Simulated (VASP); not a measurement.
# NiS (P6_3/mmc) in VASP: further runs, part 2 of 2

VASP 6.6.1. The steps go on from the part before.

## 3. Single point, LDA, collinear spin, ferromagnetic start

File INCAR:

```
SYSTEM = NiS
ALGO = Normal ; EDIFF = 1E-6
ENCUT = 520 ; GGA = CA
ISIF = 2 ; ISMEAR = -1
ISPIN = 2 ; LASPH = .TRUE.
LCHARG = .TRUE. ; LELF = .TRUE.
LMAXMIX = 4 ; LORBIT = 11
LREAL = .FALSE. ; LVHAR = .TRUE.
LWAVE = .FALSE. ; MAGMOM = 0.36 0.36 0.1 0.1
NBANDS = 28 ; NELM = 150
NUPDOWN = 0.9 ; PREC = Accurate
SIGMA = 0.1
```

File KPOINTS:

```
k-points
0
G
  9 9 5
  0 0 0
```

File POSCAR:

```
NiS
1.0
    3.4250000000      0.0000000000      0.0000000000
   -1.7125000000      2.9661370000      0.0000000000
    0.0000000000      0.0000000000      5.3400000000
Ni S
2 2
Direct
    0.0000000000      0.0000000000      0.0000000000
    0.0000000000      0.0000000000      0.5000000000
    0.3333333333      0.6666666667      0.2500000000
    0.6666666667      0.3333333333      0.7500000000
```

Potentials or basis: VASP PAW LDA potentials, release 64 (Ni, S).

Started as:

```console
$ cat potpaw_LDA.64/Ni/POTCAR potpaw_LDA.64/S/POTCAR > POTCAR
$ mpirun -np 1 vasp_std > vasp.out
```

OUTCAR:

```text
SYSTEM = NiS
   EDIFF = 1E-6
   ENCUT = 520
   GGA = CA
   ISIF = 2
   ISMEAR = -1
   ISPIN = 2
   LASPH = .TRUE.
   LORBIT = 11
   LREAL = .FALSE.
   NELM = 150
   NUPDOWN = 0.9
   PREC = Accurate

 ion  position               nearest neighbor table
   1  0.000  0.000  0.000-   3 2.39   4 2.39   4 2.39   3 2.39   4 2.39   3 2.39   2 2.67   2 2.67

   2  0.000  0.000  0.500-   3 2.39   4 2.39   4 2.39   3 2.39   4 2.39   3 2.39   1 2.67   1 2.67

   3  0.333  0.667  0.250-   1 2.39   2 2.39   1 2.39   2 2.39   1 2.39   2 2.39
   4  0.667  0.333  0.750-   1 2.39   2 2.39   1 2.39   2 2.39   1 2.39   2 2.39

  LATTYP: Found a hexagonal cell.
 ALAT       =     3.4250000000
 C/A-ratio  =     1.5591240876

  Lattice vectors:

 A1 = (   3.4250000000,   0.0000000000,   0.0000000000)
 A2 = (  -1.7125000000,   2.9661370000,   0.0000000000)
 A3 = (   0.0000000000,   0.0000000000,   5.3400000000)

Analysis of symmetry for initial positions (statically):
=====================================================================
 Subroutine PRICEL returns:
 Original cell was already a primitive cell.

 Routine SETGRP: Setting up the symmetry group for a
 hexagonal supercell.

 Subroutine GETGRP returns: Found 24 space group operations
 (whereof 12 operations were pure point group operations)
 out of a pool of 24 trial point group operations.

The static configuration has the point symmetry D_3d.
 The point group associated with its full space group is D_6h.

Analysis of symmetry for dynamics (positions and initial velocities):
=====================================================================
 Subroutine PRICEL returns:
 Original cell was already a primitive cell.

 Routine SETGRP: Setting up the symmetry group for a
 hexagonal supercell.

 Subroutine GETGRP returns: Found 24 space group operations
 (whereof 12 operations were pure point group operations)
 out of a pool of 24 trial point group operations.

The dynamic configuration has the point symmetry D_3d.
 The point group associated with its full space group is D_6h.

Analysis of structural, dynamic, and magnetic symmetry:
=====================================================================
 Subroutine PRICEL returns:
 Original cell was already a primitive cell.

 Routine SETGRP: Setting up the symmetry group for a
 hexagonal supercell.

 Subroutine GETGRP returns: Found 24 space group operations
 (whereof 12 operations were pure point group operations)
 out of a pool of 24 trial point group operations.

The overall configuration has the point symmetry D_3d.
 The point group associated with its full space group is D_6h.

 Subroutine INISYM returns: Found 24 space group operations
 (whereof 12 operations are pure point group operations),
 and found     1 'primitive' translations

----------------------------------------------------------------------------------------

                                     Primitive cell

  volume of cell :      54.2492

  direct lattice vectors                    reciprocal lattice vectors
     3.425000000  0.000000000  0.000000000     0.291970803  0.168569422  0.000000000
    -1.712500000  2.966137000  0.000000000     0.000000000  0.337138844  0.000000000
     0.000000000  0.000000000  5.340000000     0.000000000  0.000000000  0.187265918

  length of vectors
     3.425000000  3.424999993  5.340000000     0.337138844  0.337138844  0.187265918
[... 85 lines left out ...]
   EDIFF  = 0.1E-05   stopping-criterion for ELM
   LREAL  =      F    real-space projection
   EDIFFG = 0.1E-04   stopping-criterion for IOM
   NSW    =      0    number of steps for IOM
   IBRION =     -1    ionic relax: 0-MD 1-quasi-New 2-CG
   NFREE  =      0    steps in history (QN), initial steepest desc. (CG)
   ISIF   =      2    stress and relaxation
   ISYM   =      2    0-nonsym 1-usesym 2-fastsym
   POTIM  = 0.5000    time-step for ionic-motion
   TEBEG  =    0.0;   TEEND  =   0.0 temperature during run
   PSTRESS=    0.0 pullay stress
   NELECT =      32.0000    total number of electrons
   NUPDOWN=       0.9000    fix difference up-down
   EMIN   =  10.00;   EMAX   =-10.00  energy-range for DOS
   EFERMI =   0.00;   METHOD = LEGACY
   ISMEAR =    -1;   SIGMA  =   0.10  broadening in eV -4-tet -1-fermi 0-gaus
   EFERMI_NEDOS =   21; number of points for ismear=-14 and -15
   IALGO  =     38    algorithm
   IMIX   =      4    mixing-type and parameters
     AMIX     =   0.40;   BMIX     =  1.00
     AMIX_MAG =   1.60;   BMIX_MAG =  1.00
  volume/ion in A,a.u.               =      13.56        91.52
  Fermi-wavevector in a.u.,A,eV,Ry     =   1.372968  2.594534 25.647549  1.885042
  Thomas-Fermi vector in A             =   2.498527
   LORBIT       =     11    0 simple, 1 ext, 2 COOP (PROOUT), +10 PAW based schemes
   GGA     = CA    functional components
   LHFCALC =     F    Hartree Fock is set to
   AEXX    =    0.0000 exact exchange contribution
   IVDW    =     0    specifies the selected vdW correction
   LEPSILON=     F    determine dielectric tensor
   LRPA    =     F    only Hartree local field effects (RPA)
 spin polarized calculation
  energy-cutoff  :      520.00
  volume of cell :       54.25
 maximum number of plane-waves:      1475
 NGX is ok and might be reduce to    28
   NGX = 13   NGY = 13   NGZ = 19

 number of electron      31.9999985 magnetization       0.9000000

 Free energy of the ion-electron system (eV)
  ---------------------------------------------------
  ext. energy  EPLUGINS =         0.00000000
  ---------------------------------------------------
  free energy    TOTEN  =       -23.93854127 eV

  energy without entropy =      -23.83080250  energy(sigma->0) =      -23.88467189

 E-fermi :   8.1187     XC(G=0): -12.0423

 val. band max:        8.4025021284   @ k =   0.3333  -0.0000   0.4000
 cond. band min:       8.1357331148   @ k =   0.4444   0.1111   0.2000
 fundamental gap:     -0.2667690136
 Fermi energy:         8.4479525661

 spin component 1

 k-point     1 :       0.0000    0.0000    0.0000
  band No.  band energies     occupation
      1      -7.3362      1.00000
      2      -5.0555      1.00000
      3       0.5987      1.00000
      4       3.5051      1.00000
      5       3.5051      1.00000
      6       5.0779      1.00000
[... 733 lines left out ...]
     27      21.8558      0.00000
     28      21.8558      0.00000

 [... further k-points ...]

 spin component 2

 k-point     1 :       0.0000    0.0000    0.0000
  band No.  band energies     occupation
      1      -7.2356      1.00000
      2      -4.9422      1.00000
      3       0.6870      1.00000
      4       3.7197      1.00000
      5       3.7197      1.00000
      6       5.2840      1.00000
[... 733 lines left out ...]
     27      21.9481      0.00000
     28      21.9481      0.00000

 [... further k-points ...]

------------------------ aborting loop because EDIFF is reached ----------------------------------------

  FORCE on cell =-STRESS in cart. coord.  units (eV):
  Direction    XX          YY          ZZ          XY          YZ          ZX
  --------------------------------------------------------------------------------------
  -------------------------------------------------------------------------------------
  Total       -3.4115428     -3.4115428     -5.1915830      0.0000000      0.0000000      0.0000000
  in kB     -100.7554086   -100.7554081   -153.3265431      0.0000000      0.0000000      0.0000000
  external PRESSURE =    -118.2791199 kB  Pullay stress =       0.0000000 kB

 VOLUME and BASIS-vectors are now :
 -----------------------------------------------------------------------------
  energy-cutoff  :      520.00
  volume of cell :       54.25
      direct lattice vectors                 reciprocal lattice vectors
     3.425000000  0.000000000  0.000000000     0.291970803  0.168569422  0.000000000
    -1.712500000  2.966137000  0.000000000     0.000000000  0.337138844  0.000000000
     0.000000000  0.000000000  5.340000000     0.000000000  0.000000000  0.187265918

 POSITION                                       TOTAL-FORCE (eV/Angst)
 -----------------------------------------------------------------------------------
      0.00000      0.00000      0.00000         0.000000      0.000000     -0.000000
      0.00000      0.00000      2.67000         0.000000      0.000000     -0.000000
     -0.00000      1.97742      1.33500         0.000000      0.000000      0.000000
      1.71250      0.98871      4.00500        -0.000000     -0.000000      0.000000
 -----------------------------------------------------------------------------------
    total drift:                               -0.000000      0.000000     -0.000000

  FREE ENERGIE OF THE ION-ELECTRON SYSTEM (eV)
  ---------------------------------------------------
  free  energy   TOTEN  =       -23.9385412738 eV

  energy  without entropy=      -23.8308025014  energy(sigma->0) =      -23.88467189

 total charge

# of ion       s       p       d       tot
------------------------------------------
    1        0.389   0.452   8.422   9.263
    2        0.389   0.452   8.422   9.263
    3        1.351   2.271   0.000   3.622
    4        1.351   2.271   0.000   3.622
--------------------------------------------------
tot          3.479   5.447  16.845  25.771

 magnetization (x)

# of ion       s       p       d       tot
------------------------------------------
    1        0.004   0.010   0.306   0.320
    2        0.004   0.010   0.306   0.320
    3        0.014   0.074   0.000   0.088
    4        0.014   0.074   0.000   0.088
--------------------------------------------------
tot          0.036   0.169   0.612   0.817
```

It took 2.7 min on 1 thread of Oxide Virtual Turin-like, shared host; peak memory 0.17 GiB.

What came out:

* Free energy: -23.9385 eV
* Pressure: -11.8 GPa
* Net moment: 0.90 μB per cell
* Site moments: Ni +0.32; S +0.09 μB
* Valence electrons inside the program's atomic spheres: Ni 9.26; S 3.62

Caveat: the stress differs along the axes, from -15 to -10 GPa; the total moment is fixed, so each spin has its own Fermi level and the state may be an excited one.

## 4. Single point, LDA, collinear spin, ferromagnetic start

File INCAR:

```
SYSTEM = NiS
  PREC = Accurate
  ENCUT = 520
  EDIFF = 1E-7
  ISMEAR = -1
  SIGMA = 0.1
  LREAL = .FALSE.
  LASPH = .TRUE.
  NELM = 150
  ALGO = Normal
  ISIF = 2
  LWAVE = .FALSE.
  LCHARG = .FALSE.
  ISPIN = 2
  MAGMOM = 0.7 0.7 0.21 0.21
  LORBIT = 11
  NUPDOWN = 1.8
  LMAXMIX = 4
  GGA = CA
  NBANDS = 28
```

File KPOINTS:

```
Automatic mesh
0
G
  9 9 5
  0 0 0
```

POSCAR is that of step 3.

Started as:

```console
$ cat potpaw_LDA.64/Ni/POTCAR potpaw_LDA.64/S/POTCAR > POTCAR
$ mpirun -np 1 vasp_std > vasp.out
```

Run time: 2.9 min. Hardware: 1 thread of Oxide Virtual Turin-like, shared host; peak memory 0.17 GiB.

It converged, with:

```
Free energy                                           : -23.7249 eV
Pressure                                              : -10.5 GPa
Net moment                                            : 1.80 μB per cell
Site moments                                          : Ni +0.63; S +0.18 μB
Valence electrons inside the program's atomic spheres : Ni 9.25; S 3.63
```

Stress tensor (GPa, compression positive):
```
 -8.87   0.00   0.00
  0.00  -8.87   0.00
  0.00   0.00 -13.81
```

Caveat: the cell stands under tension; the total moment is fixed, so each spin has its own Fermi level and the state may be an excited one.

## 5. Single point, LDA, collinear spin, ferromagnetic start

File INCAR:

```
PREC = Accurate
ENCUT = 520
EDIFF = 1E-7
ISMEAR = -1
SIGMA = 0.1
LREAL = False
LASPH = True
NELM = 150
ALGO = Normal
ISIF = 2
LWAVE = False
LCHARG = False
ISPIN = 2
MAGMOM = 1.03 1.03 0.33 0.33
LORBIT = 11
NUPDOWN = 2.7
LMAXMIX = 4
NBANDS = 28
```

File KPOINTS:

```
regular mesh
0
Gamma
  9 9 5
```

POSCAR is that of step 4.

Started as:

```console
$ cat potpaw_LDA.64/Ni/POTCAR potpaw_LDA.64/S/POTCAR > POTCAR
$ mpirun -np 1 vasp_std > vasp.out
```

Run time: 2.4 min. Hardware: 1 thread of Oxide Virtual Turin-like, shared host; peak memory 0.17 GiB.

It converged, with:

| Property | Result |
| --- | --- |
| Free energy | -23.3605 eV |
| Pressure | -8.1 GPa |
| Net moment | 2.70 μB per cell |
| Site moments | Ni +0.93; S +0.29 μB |
| Valence electrons inside the program's atomic spheres | Ni 9.23; S 3.65 |

Stress tensor (GPa, compression positive):
```
 -6.71   0.00   0.00
  0.00  -6.71   0.00
  0.00   0.00 -10.99
```

Caveat: the cell stands under tension; the total moment is fixed, so each spin has its own Fermi level and the state may be an excited one.

## 6. Single point, LDA, collinear spin, ferromagnetic start

File INCAR:

```
SYSTEM = NiS
ALGO = Normal
EDIFF = 1E-6
ENCUT = 520
GGA = CA
ISIF = 2
ISMEAR = -1
ISPIN = 2
LASPH = .TRUE.
LCHARG = .FALSE.
LMAXMIX = 4
LORBIT = 11
LREAL = .FALSE.
LWAVE = .FALSE.
MAGMOM = 1.32 1.32 0.48 0.48
NBANDS = 28
NELM = 150
NUPDOWN = 3.6
PREC = Accurate
SIGMA = 0.1
```

File KPOINTS:

```
k-points
0
G
  9 9 5
  0 0 0
```

POSCAR is that of step 5.

Potentials or basis: VASP PAW LDA potentials, release 64 (Ni, S).

Started as:

```console
$ cat potpaw_LDA.64/Ni/POTCAR potpaw_LDA.64/S/POTCAR > POTCAR
$ mpirun -np 1 vasp_std > vasp.out
```

Wall time 2.1 min (1 thread of Oxide Virtual Turin-like, shared host); peak memory 0.17 GiB.

The run converged. Its results:

| Quantity | Value |
| --- | --- |
| Free energy | -22.8337 eV |
| Pressure | -4.7 GPa |
| Net moment | 3.60 μB per cell |
| Site moments | Ni +1.19; S +0.41 μB |
| Valence electrons inside the program's atomic spheres | Ni 9.21; S 3.66 |

Stress tensor (GPa, compression positive):
```
-3.57  0.00  0.00
 0.00 -3.57  0.00
 0.00  0.00 -7.08
```

Caveat: the cell stands under tension; the total moment is fixed, so each spin has its own Fermi level and the state may be an excited one.

## 7. Summary

```csv
spin,fixed moment (μB),pressure (GPa),moment (μB)
"collinear, zero start",0.0,-12.3,0.00
"collinear, ferromagnetic start",0.9,-11.8,0.90
"collinear, ferromagnetic start",1.8,-10.5,1.80
"collinear, ferromagnetic start",2.7,-8.1,2.70
"collinear, ferromagnetic start",3.6,-4.7,3.60
```

Alike in all rows: task single point; level LDA; potentials or basis VASP PAW LDA potentials, release 64 (Ni, S); cell as given; k mesh 9 × 9 × 5; cutoff (eV) 520; smearing fermi-dirac 0.1 eV.

Caveats: the total moment is fixed, so each spin has its own Fermi level and the state may be an excited one (at least some runs); the cell stands under tension (at least some runs); the stress differs along the axes, from -16 to -11 GPa (at least some runs); the total moment is fixed, so each spin has its own Fermi level (at least some runs); the stress differs along the axes, from -15 to -10 GPa (at least some runs).

Total energies depend on the potentials used, so only differences within one code and one set of settings carry meaning.
